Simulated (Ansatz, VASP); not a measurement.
## One calculation of Ta3Br, two programs

```
Ta Br
1.0
     4.19717    0.00000    0.00000
     0.00000    4.19717    0.00000
     0.00000    0.00000    4.19717
Ta Br
3 1
Direct
  0.00000 0.50000 0.50000
  0.50000 0.00000 0.50000
  0.50000 0.50000 0.00000
  0.00000 0.00000 0.00000
```

Alike in both runs: functional r2SCAN; k mesh 12 × 12 × 12; occupations gaussian, width 0.1 eV; no spin polarisation.

Ansatz relaxed the structure, and its values are those at the end. VASP's run is a single point on that final structure, the one shown.

```csv
,VASP,Ansatz
version,VASP 6.6.1,Ansatz 0.2.0
potentials or method,"VASP PAW PBE potentials, release 64 (Ta_pv, Br), cutoff 520 eV","scalar-relativistic, plane waves, PAW"
valence electrons in the cell,40,46
```

VASP gave:

* gap on the k mesh at the Fermi level (eV): none
* pressure (GPa): 0.5

**Question.** What did Ansatz give for the same quantities?

**Answer.** gap on the k mesh at the Fermi level (eV): none; pressure (GPa): 0.0.

VASP's potentials were made for PBE, not for r2SCAN. A gap of «none» marks a metal or a gap that the smearing closes. The functional is the same, so the differences come from potentials, cutoffs and numerics. VASP's potentials hold 40 valence electrons a cell and Ansatz's 46, so a difference there can come from the potentials and not from the codes.

Spin-orbit coupling is off throughout.
